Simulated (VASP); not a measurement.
Input of a VASP 6.6.1 run:

File INCAR:

```
SYSTEM = Na
  PREC = Accurate
  ENCUT = 500
  EDIFF = 1E-6
  ISMEAR = -1
  SIGMA = 0.05
  LREAL = .False.
  LASPH = .True.
  NELM = 200
  ALGO = Normal
  ISIF = 2
  LWAVE = .False.
  LCHARG = .False.
  ISPIN = 2
  MAGMOM = 0.5
  LORBIT = 11
  GGA = LIBXC
  LIBXC1 = GGA_X_B88
  LIBXC2 = GGA_C_PBE
  NBANDS = 14
  GGA_COMPAT = .False.
```

File KPOINTS:

```
Automatic mesh
0
Gamma
  9 9 9
  0 0 0
```

File POSCAR:

```
Na
1.0
   -2.0972938588      2.0972938588      2.0972938588
    2.0972938588     -2.0972938588      2.0972938588
    2.0972938588      2.0972938588     -2.0972938588
Na
1
Direct
    0.0000000000      0.0000000000      0.0000000000
```

Potentials or basis: VASP PAW PBE potentials, release 64 (Na_pv).

The run is started by

```bash
$ cat potpaw_PBE.64/Na_pv/POTCAR > POTCAR
$ mpirun -np 1 vasp_std > vasp.out
```

**Question.** What does it give for the pressure?

**Answer.** 0.3 GPa.

**Question.** Estimate the net moment.

**Answer.** 0.00 μB per cell.

Caveat: the PAW data sets were made with another functional, which shifts forces and pressure a little.
